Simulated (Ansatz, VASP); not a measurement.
**One calculation of ZnS, two programs**

Contents of INCAR:

```
SYSTEM = ZnS
PREC = Accurate
ENCUT = 520
EDIFF = 1E-7
ISMEAR = 0
SIGMA = 0.05
LREAL = .FALSE.
LASPH = .TRUE.
NELM = 60
ALGO = Normal
ISIF = 2
LWAVE = .FALSE.
LCHARG = .FALSE.
NBANDS = 16
```

The input KPOINTS:

```
Automatic mesh
0
G
  10 10 10
  0 0 0
```

The input POSCAR:

```
ZnS
1.0
    0.0000000000      2.4882780000      2.4882780000
    2.4882780000      0.0000000000      2.4882780000
    2.4882780000      2.4882780000      0.0000000000
Zn S
1 1
Direct
    0.0000000000      0.0000000000      0.0000000000
    0.7500000000      0.7500000000      0.7500000000
```

Input for Ansatz:

```yaml
crystal:
  lattice:
    - [0.0, 2.488278, 2.488278]
    - [2.488278, 0.0, 2.488278]
    - [2.488278, 2.488278, 0.0]
  atoms:
    - { symbol: Zn, position: [0.0, 0.0, 0.0] }
    - { symbol: S, position: [0.75, 0.75, 0.75] }
basis:
  ecutwfc: 420
kpoints:
  mp_grid: { grid: [10, 10, 10] }
hamiltonian:
  xc: lda
scf:
  occupations: { method: gaussian, width: 0.05 }
output:
  forces: true
  stress: true
  eigenvalues: true
```

Change from the starting cell: strain -0.080 along x and y, -0.080 along z, atoms carried along.

Alike in both runs: task single point; functional LDA; k mesh 10 × 10 × 10; occupations gaussian, width 0.05 eV; no spin polarisation.

|  | VASP | Ansatz |
| --- | --- | --- |
| version | VASP 6.6.1 | Ansatz 0.2.0 |
| potentials or method | VASP PAW LDA potentials, release 64 (Zn, S), cutoff 520 eV | scalar-relativistic, plane waves, PAW |
| valence electrons in the cell | 18 | 18 |

|  | VASP | Ansatz | Ansatz less VASP |
| --- | --- | --- | --- |
| gap on the k mesh at the Fermi level (eV) | 2.56 | 2.55 | -0.008 |
| least direct gap on the mesh (eV) | 3.06 | 3.00 | -0.053 |
| pressure (GPa) | 25.0 | 24.5 | -0.51 |

LDA's correlation is that of Perdew and Zunger in VASP and of Perdew and Wang (1992) in Ansatz.
